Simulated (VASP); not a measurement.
Set up this calculation in VASP 6.6.1, as the native input.

```
Task                   : single point
Functional             : PBE
Potentials or basis    : VASP PAW PBE potentials, release 64 (Ga_d, Sb)
Cutoff                 : 520 eV
k mesh                 : 16 × 16 × 16
Occupations            : gaussian, width 0.15 eV
Spin                   : no spin polarisation
Dipole correction      : no
Further INCAR settings : ALGO = Normal; EDIFF = 1e-06; NBANDS = 16
```

The structure of GaSb lies in POSCAR:

```
GaSb
1.0
   -2.8305000000      2.8305000000      1.3914000000
    2.8305000000     -2.8305000000      1.3914000000
    2.8305000000      2.8305000000     -1.3914000000
Ga Sb
1 1
Direct
    0.2500000000      0.7500000000      0.5000000000
    0.0000000000      0.0000000000      0.0000000000
```

The input as run:

INCAR

```
SYSTEM = GaSb
ALGO = Normal ; EDIFF = 1E-6
ENCUT = 520 ; GGA = PE
ISIF = 2 ; ISMEAR = 0
LASPH = .True. ; LCHARG = .False.
LREAL = .False. ; LWAVE = .False.
NBANDS = 16 ; NELM = 100
PREC = Accurate ; SIGMA = 0.15
```

KPOINTS

```
k-points
0
Gamma
  16 16 16
  0 0 0
```

Potentials or basis: VASP PAW PBE potentials, release 64 (Ga_d, Sb).

Run with:

```sh
$ cat potpaw_PBE.64/Ga_d/POTCAR potpaw_PBE.64/Sb/POTCAR > POTCAR
$ mpirun -np 1 vasp_std > vasp.out
```

It gave:

The pressure is 6.9 GPa and the band gap on the k mesh is zero (bands 9 and 10 overlap by 3.95 eV).

Caveat: the stress differs along the axes, from 2 to 17 GPa; spin-orbit coupling is left out, which moves the levels of the heavy elements.

It took 80 s on 1 thread of Intel(R) Xeon(R) 6975P-C (Granite Rapids), on a shared host, peak memory 0.38 GiB.
